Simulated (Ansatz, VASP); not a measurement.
# Hf2S in VASP and in Ansatz

```xyz
6
Lattice="3.3128 0.0000 0.0000 -1.6564 2.8690 0.0000 0.0000 0.0000 11.6063" Properties=species:S:1:pos:R:3 pbc="T T T"
Hf    1.6564    0.9563   10.4321
Hf    0.0000    1.9127    4.6290
Hf    1.6564    0.9563    6.9774
Hf    0.0000    1.9127    1.1742
S     0.0000    0.0000    8.7047
S     0.0000    0.0000    2.9016
```

Alike in both runs: functional LDA; k mesh 12 × 12 × 4; occupations fermi-dirac, width 0.15 eV; no spin polarisation.

Ansatz relaxed the structure, and its values are those at the end. VASP's run is a single point on that final structure, the one shown.

|  | VASP | Ansatz |
| --- | --- | --- |
| version | VASP 6.6.1 | Ansatz 0.2.0 |
| potentials or method | VASP PAW LDA potentials, release 64 (Hf_pv, S), cutoff 520 eV | scalar-relativistic, plane waves, PAW |
| valence electrons in the cell | 52 | 116 |

Ansatz gave:

```
gap on the k mesh at the Fermi level (eV) : none
pressure (GPa)                            : 0.0
rms of the force components (eV/Å)        : 0.000
```

Question: What did VASP give for the same quantities?

Answer: gap on the k mesh at the Fermi level (eV): none; pressure (GPa): 0.0; rms of the force components (eV/Å): 0.015.

LDA's correlation is that of Perdew and Zunger in VASP and of Perdew and Wang (1992) in Ansatz. A gap of «none» marks a metal or a gap that the smearing closes. VASP's potentials hold 52 valence electrons a cell and Ansatz's 116, so a difference there can come from the potentials and not from the codes.

Spin-orbit coupling is off throughout.
